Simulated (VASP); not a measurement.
# Na2HgH4 (F-43m) in VASP: notebook, part 3 of 3

VASP 6.6.1. The steps go on from the part before.

### 5 Single point, PBE

This run uses another cell than the first one, of 13.02 Å³/atom.

File INCAR:

```
ALGO = Normal
EDIFF = 1E-6
ENCUT = 520
GGA = PE
ISIF = 2
ISMEAR = 0
LASPH = T
LCHARG = F
LREAL = F
LWAVE = F
NBANDS = 24
NELM = 80
PREC = Accurate
SIGMA = 0.1
```

File KPOINTS:

```
k-points
0
Gamma
  10 10 10
```

File POSCAR:

```
Na2HgH4
1.0
    0.0000000000      3.5714950824      3.5714950824
    3.5714950824      0.0000000000      3.5714950824
    3.5714950824      3.5714950824      0.0000000000
Na Hg H
2 1 4
Direct
    0.2500000000      0.2500000000      0.2500000000
    0.5000000000      0.5000000000      0.5000000000
    0.7500000000      0.7500000000      0.7500000000
    0.0740230890      0.7779307329      0.0740230890
    0.0740230890      0.0740230890      0.0740230890
    0.7779307329      0.0740230890      0.0740230890
    0.0740230890      0.0740230890      0.7779307329
```

Potentials or basis: VASP PAW PBE potentials, release 64 (Na_pv, Hg, H).

Command:

```sh
cat potpaw_PBE.64/Na_pv/POTCAR potpaw_PBE.64/Hg/POTCAR potpaw_PBE.64/H/POTCAR > POTCAR
mpirun -np 1 vasp_std > vasp.out
```

OUTCAR:

```text
EDIFF = 1E-6
   ENCUT = 520
   GGA = PE
   ISIF = 2
   ISMEAR = 0
   LASPH = T
   LREAL = F
   NELM = 80
   PREC = Accurate

 ion  position               nearest neighbor table
   1  0.250  0.250  0.250-
   2  0.500  0.500  0.500-   3 3.09   3 3.09   3 3.09   3 3.09
   3  0.750  0.750  0.750-   2 3.09   2 3.09   2 3.09   2 3.09
   4  0.074  0.778  0.074-
   5  0.074  0.074  0.074-
   6  0.778  0.074  0.074-
   7  0.074  0.074  0.778-

[... 856 lines left out ...]
  -------------------------------------------------------------------------------------
  Total       -0.0136633     -0.0136633     -0.0136633      0.0000000      0.0000000     -0.0000000
  in kB       -0.2402627     -0.2402627     -0.2402627      0.0000000      0.0000000     -0.0000000
  external PRESSURE =      -0.2402627 kB  Pullay stress =       0.0000000 kB

 VOLUME and BASIS-vectors are now :
 -----------------------------------------------------------------------------
  energy-cutoff  :      520.00
  volume of cell :       91.11
      direct lattice vectors                 reciprocal lattice vectors
     0.000000000  3.571495082  3.571495082    -0.139997393  0.139997393  0.139997393
     3.571495082  0.000000000  3.571495082     0.139997393 -0.139997393  0.139997393
     3.571495082  3.571495082  0.000000000     0.139997393  0.139997393 -0.139997393

 POSITION                                       TOTAL-FORCE (eV/Angst)
 -----------------------------------------------------------------------------------
      1.78575      1.78575      1.78575         0.000000      0.000000      0.000000
      3.57150      3.57150      3.57150         0.000000      0.000000      0.000000
      5.35724      5.35724      5.35724         0.000000      0.000000      0.000000
      3.04275      0.52875      3.04275         0.002324     -0.002324      0.002324
      0.52875      0.52875      0.52875        -0.002324     -0.002324     -0.002324
      0.52875      3.04275      3.04275        -0.002324      0.002324      0.002324
      3.04275      3.04275      0.52875         0.002324      0.002324     -0.002324
 -----------------------------------------------------------------------------------
    total drift:                                0.000000      0.000000      0.000000

  FREE ENERGIE OF THE ION-ELECTRON SYSTEM (eV)
  ---------------------------------------------------
  free  energy   TOTEN  =       -11.4823276594 eV

  energy  without entropy=      -11.4714479354  energy(sigma->0) =      -11.47688780
```

Run time: 80 s. Hardware: 1 thread of Intel Xeon Platinum 8488C (Sapphire Rapids), shared host; peak memory 0.28 GiB.

What came out:

* Free energy: -11.4823 eV
* Pressure: 0.0 GPa
* Largest force: 0.004 eV/Å
* Band gap on the k mesh: zero (bands 15 and 16 overlap by 0.47 eV)

Forces on the atoms (eV/Å):
```
Na   0.000  0.000  0.000
Na   0.000  0.000  0.000
Hg   0.000  0.000  0.000
H    0.002 -0.002  0.002
H   -0.002 -0.002 -0.002
H   -0.002  0.002  0.002
H    0.002  0.002 -0.002
```

Levels at points of the mesh, in eV from the Fermi level:
| k point | band 13 | band 14 | band 15 | band 16 | band 17 | band 18 |
| --- | --- | --- | --- | --- | --- | --- |
| (0.00, 0.00, 0.00) | -2.53 | 0.19 | 0.19 | 0.19 | 3.19 | 3.19 |
| (0.50, 0.00, 0.00) | -4.27 | -1.09 | -0.20 | -0.20 | 3.03 | 3.03 |
| (0.50, 0.50, 0.00) | -4.26 | -1.15 | -1.15 | -0.28 | 0.75 | 4.84 |

Caveat: spin-orbit coupling is left out, which moves the levels of the heavy elements.

### 6 Relaxation of cell and atoms, PBE

File INCAR:

```
PREC = Accurate
ENCUT = 600
EDIFF = 1E-7
ISMEAR = 0
SIGMA = 0.1
LREAL = False
LASPH = True
NELM = 100
ALGO = Normal
ISIF = 3
LWAVE = False
LCHARG = False
GGA = PE
IBRION = 2
NSW = 100
EDIFFG = -0.01
```

File KPOINTS:

```
regular mesh
0
Gamma
  10 10 10
```

File POSCAR:

```
Na2HgH4
1.0
    0.0000000000      3.5848915374      3.5848915374
    3.5848915374      0.0000000000      3.5848915374
    3.5848915374      3.5848915374      0.0000000000
Na Hg H
2 1 4
Direct
    0.2500000000      0.2500000000      0.2500000000
    0.5000000000      0.5000000000      0.5000000000
    0.7500000000      0.7500000000      0.7500000000
    0.0738621776      0.7784134672      0.0738621776
    0.0738621776      0.0738621776      0.0738621776
    0.7784134672      0.0738621776      0.0738621776
    0.0738621776      0.0738621776      0.7784134672
```

Potentials or basis: VASP PAW PBE potentials, release 64 (Na_pv, Hg, H).

Command:

```sh
cat potpaw_PBE.64/Na_pv/POTCAR potpaw_PBE.64/Hg/POTCAR potpaw_PBE.64/H/POTCAR > POTCAR
mpirun -np 1 vasp_std > vasp.out
```

Wall time 2.7 min (1 thread of Intel Xeon Platinum 8488C (Sapphire Rapids), shared host); peak memory 0.32 GiB.

It converged, with:

```
Free energy                           : -11.4829 eV
Relaxed volume                        : 13.07 Å³/atom
Relaxed cell                          : a = 5.058 Å, b = 5.058 Å, c = 5.058 Å, α = 60.00°, β = 60.00°, γ = 60.00°
Space group after relaxing (to 0.1 Å) : F-43m (No. 216)
Energy gained by relaxing             : 0.1 meV/atom
Ionic steps                           : 3
Pressure after relaxing               : -0.1 GPa
Band gap on the k mesh                : zero (bands 15 and 16 overlap by 0.48 eV)
```

The path:
| step | energy change (eV) | largest force (eV/Å) | pressure (GPa) | volume (Å³) |
| --- | --- | --- | --- | --- |
| 1 | 0.0000 | 0.0013 | -0.24 | 92.14 |
| 2 | -0.0003 | 0.0016 | -0.16 | 91.88 |
| 3 | -0.0006 | 0.0019 | -0.06 | 91.50 |

Final structure:
```cif
data_structure
_symmetry_space_group_name_H-M 'P 1'
_symmetry_Int_Tables_number 1
_cell_length_a 5.0581
_cell_length_b 5.0581
_cell_length_c 5.0581
_cell_angle_alpha 60.000
_cell_angle_beta 60.000
_cell_angle_gamma 60.000
_cell_volume 91.50
loop_
_atom_site_label
_atom_site_type_symbol
_atom_site_fract_x
_atom_site_fract_y
_atom_site_fract_z
_atom_site_occupancy
Na1 Na 0.25000 0.25000 0.25000 1
Na2 Na 0.50000 0.50000 0.50000 1
Hg1 Hg 0.75000 0.75000 0.75000 1
H1 H 0.07387 0.77838 0.07387 1
H2 H 0.07387 0.07387 0.07387 1
H3 H 0.77838 0.07387 0.07387 1
H4 H 0.07387 0.07387 0.77838 1
```

Levels at points of the mesh, in eV from the Fermi level:
```tsv
k point	band 11	band 12	band 13	band 14	band 15	band 16	band 17	band 18	band 19
(0.00, 0.00, 0.00)	-6.58	-6.58	-2.55	0.20	0.20	0.20	3.19	3.19	3.19
(0.50, 0.00, 0.00)	-6.55	-6.36	-4.26	-1.10	-0.20	-0.20	3.02	3.02	3.91
(0.50, 0.50, 0.00)	-6.54	-6.30	-4.25	-1.14	-1.14	-0.28	0.75	4.82	4.82
```

Caveat: spin-orbit coupling is left out, which moves the levels of the heavy elements.

### 7 The runs side by side

| task | cell | k mesh | cutoff (eV) | gap on the mesh (eV) | pressure (GPa) | relaxed volume (Å³/atom) | largest force (eV/Å) |
| --- | --- | --- | --- | --- | --- | --- | --- |
| single point | a = 5.070 Å, angles 60.0°, 7 atoms, atomic positions A | 4 × 4 × 4 | 520 | none | -0.1 | - | 0.01 |
| single point | a = 5.487 Å, angles 60.0°, 7 atoms, atomic positions B | 4 × 4 × 4 | 520 | none | -2.8 | - | 0.66 |
| relaxation of cell and atoms | relaxed from a = 5.487 Å, angles 60.0°, 7 atoms, atomic positions B | 4 × 4 × 4 | 600 | none | 0.2 | 13.02 | 0.01 |
| single point | a = 5.051 Å, angles 60.0°, 7 atoms, atomic positions C | 10 × 10 × 10 | 520 | none | 0.0 | - | - |
| relaxation of cell and atoms | relaxed from a = 5.070 Å, angles 60.0°, 7 atoms, atomic positions A | 10 × 10 × 10 | 600 | none | -0.1 | 13.07 | - |

Alike in all rows: level PBE; potentials or basis VASP PAW PBE potentials, release 64 (Na_pv, Hg, H); no spin polarisation; smearing gaussian 0.1 eV.

Caveats: some runs use coarse meshes; spin-orbit coupling is left out, which moves the levels of the heavy elements; the volume moved by over 15 % at a fixed basis, so the end points are rough (at least some runs).

Absolute energies hang on the potentials; compare differences alone.
